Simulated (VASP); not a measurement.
# BaTiO3 (P4mm) in VASP: a series of runs, part 2 of 2

VASP 6.6.1. Earlier steps stand in the parts before.

### Step 4. Electric field gradients, PBE (equal xx and yy strain of -2 %)

INCAR reads:

```
SYSTEM = BaTiO3
PREC     = Accurate       ! precision mode
ENCUT    = 520            ! plane-wave cutoff, eV
EDIFF    = 1E-8           ! SCF threshold, eV
ISMEAR   = -1             ! smearing method
SIGMA    = 0.08           ! smearing width, eV
LREAL    = .FALSE.        ! projectors in reciprocal space
LASPH    = .TRUE.         ! aspherical terms in the spheres
NELM     = 80             ! most SCF steps
ALGO     = Normal         ! electronic algorithm
ISIF     = 2              ! what is computed and relaxed
LWAVE    = .FALSE.        ! write WAVECAR
LCHARG   = .FALSE.        ! write CHGCAR
GGA      = PE             ! functional
LEFG     = .TRUE.       
NBANDS   = 28             ! bands
```

KPOINTS reads:

```
Automatic mesh
0
G
  7 7 7
  0 0 0
```

POSCAR reads:

```
BaTiO3
1.0
    3.9198040000      0.0000000000      0.0000000000
    0.0000000000      3.9198040000      0.0000000000
    0.0000000000      0.0000000000      4.0180000000
Ba Ti O
1 1 3
Direct
    0.0000000000      0.0000000000      0.0000000000
    0.5000000000      0.5000000000      0.4820000000
    0.5000000000      0.5000000000      0.0160000000
    0.5000000000      0.0000000000      0.5150000000
    0.0000000000      0.5000000000      0.5150000000
```

Potentials or basis: VASP PAW PBE potentials, release 64 (Ba_sv, Ti_sv, O).

Command:

```sh
$ cat potpaw_PBE.64/Ba_sv/POTCAR potpaw_PBE.64/Ti_sv/POTCAR potpaw_PBE.64/O/POTCAR > POTCAR
$ mpirun -np 1 vasp_std > vasp.out
```

OUTCAR:

```text
SYSTEM = BaTiO3
   PREC = Accurate
   ENCUT = 520
   EDIFF = 1E-8
   ISMEAR = -1
   LREAL = .FALSE.
   LASPH = .TRUE.
   NELM = 80
   ISIF = 2
   GGA = PE

 ion  position               nearest neighbor table
   1  0.000  0.000  0.000-   4 2.76   5 2.76   5 2.76   4 2.76   3 2.77   3 2.77   3 2.77   3 2.77
                             4 2.85   5 2.85   5 2.85   4 2.85   2 3.38   2 3.38   2 3.38   2 3.38
   2  0.500  0.500  0.482-   3 1.87   4 1.96   5 1.96   4 1.96   5 1.96   3 2.15   1 3.38   1 3.38
                             1 3.38   1 3.38   1 3.47   1 3.47   1 3.47   1 3.47
   3  0.500  0.500  0.016-   2 1.87   2 2.15   1 2.77   1 2.77   1 2.77   1 2.77
   4  0.500  0.000  0.515-   2 1.96   2 1.96   1 2.76   1 2.76   1 2.85   1 2.85
   5  0.000  0.500  0.515-   2 1.96   2 1.96   1 2.76   1 2.76   1 2.85   1 2.85

  LATTYP: Found a simple tetragonal cell.
[... 984 lines left out ...]
   4     -13.251    20.992    -7.741    -0.000     0.000     0.000
   5      20.992   -13.251    -7.741     0.000     0.000     0.000
---------------------------------------------------------------------

 Electric field gradients after diagonalization (V/A^2)
 (convention: |V_zz| > |V_xx| > |V_yy|)
----------------------------------------------------------------------
 ion       V_xx      V_yy      V_zz     asymmetry (V_yy - V_xx)/ V_zz
----------------------------------------------------------------------
   1      -0.117    -0.117     0.235       0.000
   2      -7.808    -7.808    15.616       0.000
   3      -9.432    -9.432    18.865       0.000
   4     -13.251    -7.741    20.992       0.262
   5     -13.251    -7.741    20.992       0.262
----------------------------------------------------------------------

           NMR quadrupolar parameters

 Cq : quadrupolar parameter    Cq=e*Q*V_zz/h
 eta: asymmetry parameters     (V_yy - V_xx)/ V_zz
 Q  : nuclear electric quadrupole moment in mb (millibarn)
----------------------------------------------------------------------
 ion       Cq(MHz)       eta       Q (mb)
----------------------------------------------------------------------
   1       0.001       0.000       1.000
   2       0.038       0.000       1.000
   3       0.046       0.000       1.000
   4       0.051       0.262       1.000
   5       0.051       0.262       1.000
----------------------------------------------------------------------
```

OSZICAR:

```text
N       E                     dE             d eps       ncg     rms          rms(c)
DAV:   1     0.440061100136E+03    0.44006E+03   -0.20979E+04  2240   0.157E+03
DAV:   2    -0.470416346940E+01   -0.44477E+03   -0.42328E+03  2588   0.432E+02
[... 11 lines left out ...]
DAV:  14    -0.398448095067E+02    0.28327E-05   -0.56315E-05  3264   0.521E-02    0.913E-03
DAV:  15    -0.398448106644E+02   -0.11576E-05   -0.15749E-05  3040   0.373E-02    0.128E-02
DAV:  16    -0.398448091431E+02    0.15212E-05   -0.84828E-06  2864   0.304E-02    0.415E-03
DAV:  17    -0.398448089924E+02    0.15075E-06   -0.14192E-06  2828   0.123E-02    0.157E-03
DAV:  18    -0.398448090029E+02   -0.10506E-07   -0.67565E-08  2572   0.211E-03    0.109E-03
DAV:  19    -0.398448090014E+02    0.14752E-08   -0.52521E-08  2252   0.228E-03
   1 F= -.39844809E+02 E0= -.39844809E+02  d E =-.672205E-06
```

It took 76 s on 1 thread of Intel Xeon Platinum 8259CL at 2.50GHz (Skylake/Cascade Lake), shared host; peak memory 0.21 GiB.

Results:

| Property | Result |
| --- | --- |
| Free energy | -39.8448 eV |
| Pressure | 12.4 GPa |
| Largest force | 0.212 eV/Å |
| Band gap on the k mesh | 1.96 eV, indirect (least direct gap 2.18 eV) |

Forces on the atoms (eV/Å):
```
Ba   0.000  0.000 -0.064
Ti   0.000  0.000  0.107
O    0.000  0.000  0.212
O    0.000  0.000 -0.127
O    0.000  0.000 -0.127
```

Stress tensor (GPa, compression positive):
```
13.34  0.00  0.00
 0.00 13.34  0.00
 0.00  0.00 10.45
```

Electric field gradients, principal values (V/Å²):
```tsv
atom	least	middle	greatest (by size)
1 Ba	-0.117	-0.117	0.235
2 Ti	-7.808	-7.808	15.616
3 O	-9.432	-9.432	18.865
4 O	-7.741	-13.251	20.992
5 O	-7.741	-13.251	20.992
```

Caveat: the cell differs from its parent crystal (equal xx and yy strain of -2 %); without QUAD_EFG the Cq values of the log hold for a quadrupole moment of 1 mb, not for the nuclei; spin-orbit coupling is left out, which moves the levels of the heavy elements. A k mesh can miss the band edges.

### Step 5. Electric field gradients, PBE (equal xx and yy strain of +1 %)

INCAR reads:

```
SYSTEM = BaTiO3
ALGO     = Normal         ! electronic algorithm
EDIFF    = 1E-8           ! SCF threshold, eV
ENCUT    = 520            ! plane-wave cutoff, eV
GGA      = PE             ! functional
ISIF     = 2              ! what is computed and relaxed
ISMEAR   = -1             ! smearing method
LASPH    = .True.         ! aspherical terms in the spheres
LCHARG   = .False.        ! write CHGCAR
LEFG     = .True.       
LREAL    = .False.        ! projectors in reciprocal space
LWAVE    = .False.        ! write WAVECAR
NBANDS   = 28             ! bands
NELM     = 100            ! most SCF steps
PREC     = Accurate       ! precision mode
SIGMA    = 0.08           ! smearing width, eV
```

KPOINTS reads:

```
k-points
0
Gamma
  7 7 7
  0 0 0
```

POSCAR, as its differences from that of step 4:

```diff
@@ -2,4 +2,4 @@
 1.0
-    3.9198040000      0.0000000000      0.0000000000
-    0.0000000000      3.9198040000      0.0000000000
+    4.0397980000      0.0000000000      0.0000000000
+    0.0000000000      4.0397980000      0.0000000000
     0.0000000000      0.0000000000      4.0180000000
```

Potentials or basis: VASP PAW PBE potentials, release 64 (Ba_sv, Ti_sv, O).

Command:

```sh
$ cat potpaw_PBE.64/Ba_sv/POTCAR potpaw_PBE.64/Ti_sv/POTCAR potpaw_PBE.64/O/POTCAR > POTCAR
$ mpirun -np 1 vasp_std > vasp.out
```

OUTCAR:

```text
SYSTEM = BaTiO3
   EDIFF = 1E-8
   ENCUT = 520
   GGA = PE
   ISIF = 2
   ISMEAR = -1
   LASPH = .True.
   LREAL = .False.
   NELM = 100
   PREC = Accurate

 ion  position               nearest neighbor table
   1  0.000  0.000  0.000-   4 2.81   5 2.81   5 2.81   4 2.81   3 2.86   3 2.86   3 2.86   3 2.86
                             4 2.89   5 2.89   5 2.89   4 2.89   2 3.45   2 3.45   2 3.45   2 3.45
   2  0.500  0.500  0.482-   3 1.87   4 2.02   5 2.02   4 2.02   5 2.02   3 2.15   1 3.45   1 3.45
                             1 3.45   1 3.45   1 3.53   1 3.53   1 3.53   1 3.53
   3  0.500  0.500  0.016-   2 1.87   2 2.15   1 2.86   1 2.86   1 2.86   1 2.86
   4  0.500  0.000  0.515-   2 2.02   2 2.02   1 2.81   1 2.81   1 2.89   1 2.89
[... 986 lines left out ...]
   3      -7.515    -7.515    15.029     0.000    -0.000    -0.000
   4     -13.152    30.390   -17.238     0.000     0.000     0.000
   5      30.390   -13.152   -17.238    -0.000     0.000    -0.000
---------------------------------------------------------------------

 Electric field gradients after diagonalization (V/A^2)
 (convention: |V_zz| > |V_xx| > |V_yy|)
----------------------------------------------------------------------
 ion       V_xx      V_yy      V_zz     asymmetry (V_yy - V_xx)/ V_zz
----------------------------------------------------------------------
   1       2.948     2.948    -5.895       0.000
   2       5.027     5.027   -10.054       0.000
   3      -7.515    -7.515    15.029       0.000
   4     -17.238   -13.152    30.390       0.134
   5     -17.238   -13.152    30.390       0.134
----------------------------------------------------------------------

           NMR quadrupolar parameters

 Cq : quadrupolar parameter    Cq=e*Q*V_zz/h
 eta: asymmetry parameters     (V_yy - V_xx)/ V_zz
 Q  : nuclear electric quadrupole moment in mb (millibarn)
----------------------------------------------------------------------
 ion       Cq(MHz)       eta       Q (mb)
----------------------------------------------------------------------
   1      -0.014       0.000       1.000
   2      -0.024       0.000       1.000
   3       0.036       0.000       1.000
   4       0.073       0.134       1.000
   5       0.073       0.134       1.000
----------------------------------------------------------------------
```

It took 80 s on 1 thread of Intel Xeon Platinum 8259CL at 2.50GHz (Skylake/Cascade Lake), shared host; peak memory 0.22 GiB.

Results:

* Free energy: -39.9984 eV
* Pressure: 1.1 GPa
* Largest force: 0.350 eV/Å
* Band gap on the k mesh: 1.83 eV, indirect (least direct gap 2.06 eV)

Forces on the atoms (eV/Å):
```
Ba   0.000  0.000 -0.071
Ti   0.000  0.000  0.058
O    0.000  0.000  0.350
O    0.000  0.000 -0.168
O    0.000  0.000 -0.168
```

Stress tensor (GPa, compression positive):
```
-0.01  0.00  0.00
 0.00 -0.01  0.00
 0.00  0.00  3.28
```

Electric field gradients, principal values (V/Å²):
| atom | least | middle | greatest (by size) |
| --- | --- | --- | --- |
| 1 Ba | 2.948 | 2.948 | -5.895 |
| 2 Ti | 5.027 | 5.027 | -10.054 |
| 3 O | -7.515 | -7.515 | 15.029 |
| 4 O | -13.152 | -17.238 | 30.390 |
| 5 O | -13.152 | -17.238 | 30.390 |

Caveat: the cell differs from its parent crystal (equal xx and yy strain of +1 %); without QUAD_EFG the Cq values of the log hold for a quadrupole moment of 1 mb, not for the nuclei; spin-orbit coupling is left out, which moves the levels of the heavy elements. A k mesh can miss the band edges.

### Step 6. The runs side by side

```csv
cell,gap on the mesh (eV),pressure (GPa),largest force (eV/Å)
"a = 4.052, b = 4.052, c = 4.071 Å, 5 atoms",1.79,-2.0,0.58
"a = 3.920, b = 3.920, c = 4.018 Å, 5 atoms",1.96,12.4,0.21
"a = 4.040, b = 4.040, c = 4.018 Å, 5 atoms",1.83,1.1,0.35
```

Alike in all rows: task electric field gradients; level PBE; potentials or basis VASP PAW PBE potentials, release 64 (Ba_sv, Ti_sv, O); no spin polarisation; k mesh 7 × 7 × 7; cutoff (eV) 520; smearing fermi-dirac 0.08 eV.

Caveats: spin-orbit coupling is left out, which moves the levels of the heavy elements.

Absolute energies hang on the potentials; compare differences alone.
